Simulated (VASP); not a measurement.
A run of VASP 6.6.1 is set up as follows.

File INCAR:

```
SYSTEM = HfB
  PREC = Accurate
  ENCUT = 500
  EDIFF = 1E-8
  ISMEAR = -1
  SIGMA = 0.15
  LREAL = .False.
  LASPH = .True.
  NELM = 120
  ALGO = Normal
  ISIF = 2
  LWAVE = .False.
  LCHARG = .True.
  GGA = PE
  IBRION = 8
  NSW = 1
  GGA_COMPAT = .False.
```

Contents of KPOINTS:

```
regular mesh
0
Gamma
  16 16 16
  0 0 0
```

File POSCAR:

```
HfB
1.0
    0.0000000000      2.4341093244      2.4341093244
    2.4341093244      0.0000000000      2.4341093244
    2.4341093244      2.4341093244      0.0000000000
Hf B
1 1
Direct
    0.5000000000      0.5000000000      0.5000000000
    0.0000000000      0.0000000000      0.0000000000
```

Potentials or basis: VASP PAW PBE potentials, release 64 (Hf_pv, B).

Command:

```sh
$ cat potpaw_PBE.64/Hf_pv/POTCAR potpaw_PBE.64/B/POTCAR > POTCAR
$ mpirun -np 1 vasp_std > vasp.out
```

(1) Predict the highest phonon frequency at Γ, LO-TO splitting left out.

## Answers

(1) 439 cm⁻¹.

Caveat: the cell differs from its parent crystal (phonons at volume x 1.02); the cell wasn't relaxed at this level first, which shifts response properties.
